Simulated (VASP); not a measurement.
Runs of VASP 6.6.1 on ScAgTe2. The structure is that of space group R-3m (No. 166), or close to it. The cells are those of the table. 

```csv
level,cell,gap on the mesh (eV),pressure (GPa),largest force (eV/Å)
PBE,"a = 7.498 Å, angles 33.1°, 4 atoms",0.36,-1.5,0.07
PBE,"a = 7.349 Å, angles 33.1°, 4 atoms",(a),1.8,0.11
r2SCAN,"a = 7.489 Å, angles 33.0°, 4 atoms",0.68,-1.5,0.06
r2SCAN,"a = 7.416 Å, angles 33.0°, 4 atoms",0.61,0.1,(b)
PBE,"a = 7.570 Å, angles 33.1°, 4 atoms",0.42,-2.8,0.15
```

Alike in all rows: task single point; potentials or basis VASP PAW PBE potentials, release 64 (Ag, Sc_sv, Te); no spin polarisation; k mesh 6 × 6 × 6; cutoff (eV) 520; smearing gaussian 0.01 eV.

Task: Estimate the missing entries.

Result: (a) 0.24; (b) 0.03.

Caveats: spin-orbit coupling is left out, which moves the levels of the heavy elements; the PAW data sets were made with another functional, which shifts forces and pressure a little (some runs).

A k mesh can miss the band edges, and the runs leave out spin-orbit coupling on Ag, Te.
